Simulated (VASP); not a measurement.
Input of a VASP 6.6.1 run:

INCAR

```
SYSTEM = CsH
PREC = Accurate
ENCUT = 600
EDIFF = 1E-6
ISMEAR = 0
SIGMA = 0.02
LREAL = .False.
LASPH = .True.
NELM = 80
ALGO = Normal
ISIF = 3
LWAVE = .False.
LCHARG = .False.
GGA = PS
IBRION = 2
NSW = 50
EDIFFG = -0.03
PSTRESS = 100.0
```

Contents of KPOINTS:

```
regular mesh
0
Gamma
  6 6 6
  0 0 0
```

File POSCAR:

```
CsH
1.0
    0.0000000000      3.1050000000      3.1050000000
    3.1050000000      0.0000000000      3.1050000000
    3.1050000000      3.1050000000      0.0000000000
Cs H
1 1
Direct
    0.0000000000      0.0000000000      0.0000000000
    0.5000000000      0.5000000000      0.5000000000
```

Potentials or basis: VASP PAW PBE potentials, release 64 (Cs_sv, H).

Run with:

```bash
$ cat potpaw_PBE.64/Cs_sv/POTCAR potpaw_PBE.64/H/POTCAR > POTCAR
$ mpirun -np 1 vasp_std > vasp.out
```

Q: What does it give for the relaxed volume?

A: 19.85 Å³/atom.

Q: What does it give for the relaxed cell?

A: a = 3.829 Å, b = 3.829 Å, c = 3.829 Å, α = 60.00°, β = 60.00°, γ = 60.00°.

Q: Predict the space group after relaxing (to 0.1 Å).

A: Fm-3m (No. 225).

Q: Predict the band gap on the k mesh.

A: 1.03 eV.

Final structure:
```cif
data_structure
_symmetry_space_group_name_H-M 'P 1'
_symmetry_Int_Tables_number 1
_cell_length_a 3.8293
_cell_length_b 3.8293
_cell_length_c 3.8293
_cell_angle_alpha 60.000
_cell_angle_beta 60.000
_cell_angle_gamma 60.000
_cell_volume 39.70
loop_
_atom_site_label
_atom_site_type_symbol
_atom_site_fract_x
_atom_site_fract_y
_atom_site_fract_z
_atom_site_occupancy
Cs1 Cs 0.00000 0.00000 0.00000 1
H1 H 0.50000 0.50000 0.50000 1
```

Caveat: the cell is relaxed towards a set pressure, so the run minimises the enthalpy, not the energy; the volume moved by over 15 % at a fixed basis, so the end points are rough; the PAW data sets were made with another functional, which shifts forces and pressure a little; spin-orbit coupling is left out, which moves the levels of the heavy elements. A k mesh can miss the band edges.
